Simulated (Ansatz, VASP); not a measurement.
## Two plane-wave programs on Co

Contents of INCAR:

```
PREC = Accurate
ENCUT = 520
EDIFF = 1E-6
ISMEAR = -1
SIGMA = 0.1
LREAL = F
LASPH = T
NELM = 100
ALGO = Normal
ISIF = 2
LWAVE = F
LCHARG = T
GGA = B5
ALDAX = 1.0
AGGAX = 1.0
AGGAC = 1.0
ALDAC = 0.0
LELF = T
LVHAR = T
NBANDS = 10
```

The input KPOINTS:

```
Automatic mesh
0
Gamma
  18 18 18
```

File POSCAR:

```
Co
1.0
   -1.3652513962      1.3652513962      1.3652513962
    1.3652513962     -1.3652513962      1.3652513962
    1.3652513962      1.3652513962     -1.3652513962
Co
1
Direct
    0.0000000000      0.0000000000      0.0000000000
```

Input for Ansatz:

```yaml
crystal:
  lattice:
    - [-1.3652513962, 1.3652513962, 1.3652513962]
    - [1.3652513962, -1.3652513962, 1.3652513962]
    - [1.3652513962, 1.3652513962, -1.3652513962]
  atoms:
    - { symbol: Co, position: [0.0, 0.0, 0.0] }
hamiltonian:
  xc: blyp
  pseudopotentials:
    kind: paw
    azcp:
      Co: "pseudopotentials/Co.paw.azcp"
basis:
  ecutwfc: 420
  fft_grid_basis: typed
kpoints:
  mp_grid: { grid: [18, 18, 18], shift: [0, 0, 0] }
magnetization:
  spin_polarized: false
scf:
  occupations: { method: fermi_dirac, width: 0.1 }
  lower_state_search: "off"
output:
  stress: true
```

Alike in both runs: task single point; functional BLYP; k mesh 18 × 18 × 18; occupations fermi-dirac, width 0.1 eV; no spin polarisation.

```csv
,VASP,Ansatz
version,VASP 6.6.1,Ansatz 0.2.0
potentials or method,"VASP PAW PBE potentials, release 64 (Co), cutoff 520 eV","plane waves (420 eV) with PAW, scalar-relativistic"
valence electrons in the cell,9,17
```

|  | VASP | Ansatz | Ansatz less VASP |
| --- | --- | --- | --- |
| pressure (GPa) | 20.5 | 20.9 | +0.47 |

VASP's potentials were made for PBE, not for BLYP. VASP's potentials hold 9 valence electrons a cell and Ansatz's 17, so a difference there can come from the potentials and not from the codes.
